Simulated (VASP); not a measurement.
# PtS2 in VASP: further runs

PtS2 is run at these levels: PBEsol, PBE; tasks: relaxation of cell and atoms, single point.

Program: VASP 6.6.1. These are calculated values, not measurements. Logs are shortened: lines on timing, memory, paths and dates and some standing lists are left out, and cuts for length are marked.

## 1. The cell of the first run

The structure is trigonal, space group P-3m1 (No. 164). The conventional cell has a = 3.543 Å, b = 3.543 Å, c = 5.039 Å, α = 90.00°, β = 90.00°, γ = 120.00°. Pt (site symmetry -3m) has 6 S at 2.34 Å within 3.1 Å. S (site symmetry 3m) has 3 Pt at 2.34 Å and 3 S at 3.07 Å within 3.1 Å.

## 2. Relaxation of cell and atoms, PBEsol

INCAR

```
SYSTEM = PtS2
PREC = Accurate
ENCUT = 600
EDIFF = 1E-7
ISMEAR = -1
SIGMA = 0.05
LREAL = .FALSE.
LASPH = .TRUE.
NELM = 100
ALGO = Normal
ISIF = 3
LWAVE = .FALSE.
LCHARG = .FALSE.
GGA = PS
IBRION = 2
NSW = 60
EDIFFG = -0.01
```

KPOINTS

```
Automatic mesh
0
G
  9 9 5
  0 0 0
```

POSCAR

```
PtS2
1.0
    3.5432000000      0.0000000000      0.0000000000
   -1.7716000000      3.0685012107      0.0000000000
    0.0000000000      0.0000000000      5.0388000000
Pt S
1 2
Direct
    0.0000000000      0.0000000000      0.0000000000
    0.6666666667      0.3333333333      0.7730000000
    0.3333333333      0.6666666667      0.2270000000
```

Potentials or basis: VASP PAW PBE potentials, release 64 (Pt, S).

Launch:

```console
cat potpaw_PBE.64/Pt/POTCAR potpaw_PBE.64/S/POTCAR > POTCAR
mpirun -np 1 vasp_std > vasp.out
```

OUTCAR:

```text
SYSTEM = PtS2
   PREC = Accurate
   ENCUT = 600
   EDIFF = 1E-7
   ISMEAR = -1
   LREAL = .FALSE.
   LASPH = .TRUE.
   NELM = 100
   ISIF = 3
   GGA = PS
   IBRION = 2
   NSW = 60
   EDIFFG = -0.01

 ion  position               nearest neighbor table
   1  0.000  0.000  0.000-   2 2.34   3 2.34   2 2.34   3 2.34   2 2.34   3 2.34
   2  0.667  0.333  0.773-   1 2.34   1 2.34   1 2.34
   3  0.333  0.667  0.227-   1 2.34   1 2.34   1 2.34

  LATTYP: Found a hexagonal cell.
 ALAT       =     3.5432000000
 C/A-ratio  =     1.4221043125

  Lattice vectors:

 A1 = (   3.5432000000,   0.0000000000,   0.0000000000)
 A2 = (  -1.7716000000,   3.0685012107,   0.0000000000)
 A3 = (   0.0000000000,   0.0000000000,   5.0388000000)

Analysis of symmetry for initial positions (statically):
=====================================================================
 Subroutine PRICEL returns:
 Original cell was already a primitive cell.

 Routine SETGRP: Setting up the symmetry group for a
 hexagonal supercell.

 Subroutine GETGRP returns: Found 12 space group operations
 (whereof 12 operations were pure point group operations)
 out of a pool of 24 trial point group operations.

The static configuration has the point symmetry D_3d.

Analysis of symmetry for dynamics (positions and initial velocities):
=====================================================================
 Subroutine PRICEL returns:
 Original cell was already a primitive cell.

 Routine SETGRP: Setting up the symmetry group for a
 hexagonal supercell.

 Subroutine GETGRP returns: Found 12 space group operations
 (whereof 12 operations were pure point group operations)
 out of a pool of 24 trial point group operations.

The dynamic configuration has the point symmetry D_3d.

 Subroutine INISYM returns: Found 12 space group operations
 (whereof 12 operations are pure point group operations),
 and found     1 'primitive' translations

----------------------------------------------------------------------------------------

                                     Primitive cell

  volume of cell :      54.7834

  direct lattice vectors                    reciprocal lattice vectors
     3.543200000  0.000000000  0.000000000     0.282230752  0.162946001  0.000000000
    -1.771600000  3.068501211  0.000000000     0.000000000  0.325892001  0.000000000
     0.000000000  0.000000000  5.038800000     0.000000000  0.000000000  0.198459951

  length of vectors
[... 113 lines left out ...]
   LEPSILON=     F    determine dielectric tensor
   LRPA    =     F    only Hartree local field effects (RPA)
 conjugate gradient relaxation of ions
 non-spin polarized calculation
  energy-cutoff  :      600.00
  volume of cell :       54.78
 maximum number of plane-waves:      1863
   NGX = 15   NGY = 15   NGZ = 21

--------------------------------------- Ionic step        1  -------------------------------------------

 number of electron      22.0000000 magnetization

 Free energy of the ion-electron system (eV)
  ---------------------------------------------------
  ext. energy  EPLUGINS =         0.00000000
  ---------------------------------------------------
  free energy    TOTEN  =       -16.93171354 eV

  energy without entropy =      -16.93170659  energy(sigma->0) =      -16.93171007

------------------------ aborting loop because EDIFF is reached ----------------------------------------

  FORCE on cell =-STRESS in cart. coord.  units (eV):
  Direction    XX          YY          ZZ          XY          YZ          ZX
  --------------------------------------------------------------------------------------
  -------------------------------------------------------------------------------------
  Total        2.1687669      2.1687669      1.9651570      0.0000000      0.0000000      0.0000000
  in kB       63.4270304     63.4270304     57.4723217      0.0000000      0.0000000      0.0000000
  external PRESSURE =      61.4421275 kB  Pullay stress =       0.0000000 kB
[... 92 lines left out ...]
  FREE ENERGIE OF THE ION-ELECTRON SYSTEM (eV)
  ---------------------------------------------------
  free  energy   TOTEN  =       -16.9820908247 eV

  energy  without entropy=      -16.9820767605  energy(sigma->0) =      -16.98208379

[... ionic steps 4 to 22 ...]

--------------------------------------- Ionic step       23  -------------------------------------------

 number of electron      21.9999997 magnetization

------------------------ aborting loop because EDIFF is reached ----------------------------------------
[... 69 lines left out ...]
--------------------------------------- Ionic step       25  -------------------------------------------

 number of electron      21.9999997 magnetization

 Free energy of the ion-electron system (eV)
  ---------------------------------------------------
  ext. energy  EPLUGINS =         0.00000000
  ---------------------------------------------------
  free energy    TOTEN  =       -16.99889137 eV

  energy without entropy =      -16.99858521  energy(sigma->0) =      -16.99873829

 E-fermi :   7.5575     XC(G=0): -11.0746

 val. band max:        7.4424556971   @ k =   0.0000   0.0000   0.0000
 cond. band min:       7.8025742743   @ k =   0.3333   0.3333   0.0000
 fundamental gap:      0.3601185773
 Fermi energy:         7.5575224007

 k-point     1 :       0.0000    0.0000    0.0000
  band No.  band energies     occupation
      1      -8.3272      2.00000
      2      -5.0345      2.00000
      3      -0.0154      2.00000
      4       0.4123      2.00000
      5       0.4123      2.00000
      6       3.2841      2.00000
      7       3.2841      2.00000
      8       5.1155      2.00000
      9       6.0088      2.00000
     10       6.0088      2.00000
     11       7.4425      1.81797
     12       9.0037      0.00000
     13       9.0037      0.00000
     14      11.3164      0.00000
[... 401 lines left out ...]
      2      -5.6895      2.00000
      3       0.3662      2.00000
      4       0.8320      2.00000
      5       1.4924      2.00000
      6       2.0079      2.00000
      7       2.8059      2.00000
      8       3.9962      2.00000
      9       5.2181      2.00000
     10       5.5161      2.00000
     11       6.7583      2.00000
     12       7.9796      0.00043
     13       8.8388      0.00000
     14      12.4834      0.00000
     15      14.1739      0.00000

 [... further k-points ...]
[... 5 lines left out ...]
  --------------------------------------------------------------------------------------
  -------------------------------------------------------------------------------------
  Total        0.0139917      0.0139917     -0.0125339      0.0000000      0.0000000      0.0000000
  in kB        0.4235356      0.4235356     -0.3794093      0.0000000      0.0000000      0.0000000
  external PRESSURE =       0.1558873 kB  Pullay stress =       0.0000000 kB
[... 18 lines left out ...]
  FREE ENERGIE OF THE ION-ELECTRON SYSTEM (eV)
  ---------------------------------------------------
  free  energy   TOTEN  =       -16.9988913706 eV

  energy  without entropy=      -16.9985852075  energy(sigma->0) =      -16.99873829

 reached required accuracy - stopping structural energy minimisation
```

OSZICAR:

```text
N       E                     dE             d eps       ncg     rms          rms(c)
DAV:   1     0.127048496997E+03    0.12705E+03   -0.11488E+04  1516   0.147E+03
[... 243 lines left out ...]
DAV:   1    -0.169991992185E+02   -0.34139E-03   -0.20521E-02  1507   0.106E+00    0.968E-02
DAV:   2    -0.169989400427E+02    0.25918E-03   -0.10819E-03  1857   0.224E-01    0.505E-02
DAV:   3    -0.169989000496E+02    0.39993E-04   -0.18151E-04  1766   0.108E-01    0.240E-02
DAV:   4    -0.169988921394E+02    0.79102E-05   -0.14481E-05  1857   0.325E-02    0.118E-02
DAV:   5    -0.169988911714E+02    0.96799E-06   -0.33528E-06  1829   0.155E-02    0.538E-03
DAV:   6    -0.169988913080E+02   -0.13667E-06   -0.37413E-07  1724   0.505E-03    0.177E-03
DAV:   7    -0.169988913706E+02   -0.62533E-07   -0.32853E-08   806   0.151E-03
  25 F= -.16998891E+02 E0= -.16998738E+02  d E =-.173850E-03
```

CONTCAR:

```text
PtS2
   1.00000000000000
     3.5661738180233575    0.0000000000000000   -0.0000000000000000
    -1.7830869090116785    3.0883971207303498    0.0000000000000005
    -0.0000000000000000    0.0000000000000000    4.8056743370444037
  Pt              S
     1     2
Direct
     0.0000000000000000    0.0000000000000000    0.0000000000000000
     0.6666666667000030    0.3333333332999970    0.7505570632020592
     0.3333333332999970    0.6666666667000030    0.2494429367979408

  0.00000000E+00  0.00000000E+00  0.00000000E+00
  0.00000000E+00  0.00000000E+00  0.00000000E+00
  0.00000000E+00  0.00000000E+00  0.00000000E+00
```

It took 18 min on 1 thread of Intel Xeon 8259CL, shared host; peak memory 0.22 GiB.

What came out:

- Free energy: -16.9989 eV
- Relaxed volume: 17.64 Å³/atom
- Relaxed cell: a = 3.566 Å, b = 3.566 Å, c = 4.806 Å, α = 90.00°, β = 90.00°, γ = 120.00°
- Space group after relaxing (to 0.05 Å): P-3m1 (No. 164)
- Energy gained by relaxing: 22.4 meV/atom
- Ionic steps: 25
- Pressure after relaxing: 0.0 GPa
- Largest force after relaxing: 0.008 eV/Å
- Band gap on the k mesh: 0.36 eV, indirect (least direct gap 0.89 eV)

Forces in eV/Å, atoms in the order of the input:
```
Pt   0.000  0.000  0.000
S    0.000  0.000  0.008
S    0.000  0.000 -0.008
```

Stress tensor (GPa, compression positive):
```
 0.04  0.00  0.00
 0.00  0.04  0.00
 0.00  0.00 -0.04
```

The path:
```csv
step,energy change (eV),largest force (eV/Å),pressure (GPa),volume (Å³)
1,0.0000,0.9300,6.14,54.78
2,0.1055,0.8711,-9.97,60.53
3,-0.0504,0.1985,-0.67,56.75
4,-0.0504,0.2155,-0.52,56.70
5,-0.0574,0.1265,-0.32,56.45
6,-0.0600,0.0298,-0.12,56.18
7,-0.0600,0.0260,-0.11,56.17
8,-0.0603,0.0378,0.00,56.05
9,-0.0610,0.0729,0.34,55.69
10,-0.0614,0.1445,1.05,54.96
11,-0.0614,0.1444,1.06,54.96
12,-0.0615,0.1445,1.06,54.93
13,-0.0616,0.1444,1.06,54.89
14,-0.0619,0.1446,1.06,54.79
15,-0.0625,0.1447,1.07,54.61
16,-0.0634,0.1456,1.09,54.24
17,-0.0647,0.1501,1.17,53.49
18,-0.0638,0.1667,1.52,51.98
19,-0.0649,0.1631,1.37,52.77
20,-0.0665,0.0915,0.61,52.89
21,-0.0670,0.0217,-0.11,53.00
22,-0.0670,0.0288,-0.04,52.99
23,-0.0670,0.0251,-0.03,52.98
24,-0.0671,0.0142,-0.01,52.96
25,-0.0672,0.0079,0.02,52.93
```

Final structure:
```
Pt S
1.0
     3.56617    0.00000    0.00000
    -1.78309    3.08840    0.00000
     0.00000    0.00000    4.80567
Pt S
1 2
Direct
  0.00000 0.00000 0.00000
  0.66667 0.33333 0.75056
  0.33333 0.66667 0.24944
```

Levels at points of the mesh, in eV from the valence-band top:
| k point | band 8 | band 9 | band 10 | band 11 | band 12 | band 13 | band 14 | band 15 |
| --- | --- | --- | --- | --- | --- | --- | --- | --- |
| (0.00, 0.00, 0.00) | -2.33 | -1.43 | -1.43 | 0.00 | 1.56 | 1.56 | 3.87 | 5.09 |

Caveat: the PAW data sets were made with another functional, which shifts forces and pressure a little; spin-orbit coupling is left out, which moves the levels of the heavy elements. A k mesh can miss the band edges.

(Part 1 of 2 ends here.)
